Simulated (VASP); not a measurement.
A run of VASP 6.6.1 is set up as follows.

INCAR

```
SYSTEM = NaCl
ALGO     = Normal         ! electronic algorithm
EDIFF    = 1E-6           ! SCF threshold, eV
ENCUT    = 520            ! plane-wave cutoff, eV
GGA      = PE             ! functional
ISIF     = 2              ! what is computed and relaxed
ISMEAR   = 0              ! smearing method
LASPH    = .True.         ! aspherical terms in the spheres
LCHARG   = .True.         ! write CHGCAR
LELF     = .True.         ! ELF
LREAL    = .False.        ! projectors in reciprocal space
LVHAR    = .True.       
LWAVE    = .False.        ! write WAVECAR
NBANDS   = 14             ! bands
NELM     = 80             ! most SCF steps
PREC     = Accurate       ! precision mode
SIGMA    = 0.1            ! smearing width, eV
```

The input KPOINTS:

```
k-points
0
Gamma
  8 8 8
  0 0 0
```

The input POSCAR:

```
NaCl
1.0
    3.5021900000      0.0000000000      0.0000000000
    0.0000000000      3.5021900000      0.0000000000
    0.0000000000      0.0000000000      3.5021900000
Cl Na
1 1
Direct
    0.5000000000      0.5000000000      0.5000000000
    0.0000000000      0.0000000000      0.0000000000
```

Potentials or basis: VASP PAW PBE potentials, release 64 (Cl, Na_pv).

Command:

```console
$ cat potpaw_PBE.64/Cl/POTCAR potpaw_PBE.64/Na_pv/POTCAR > POTCAR
$ mpirun -np 1 vasp_std > vasp.out
```

Q: What does it give for the band gap on the k mesh?

A: 3.98 eV (least direct gap 4.47 eV).

Q: Predict the pressure.

A: 0.1 GPa.

A k mesh can miss the band edges.
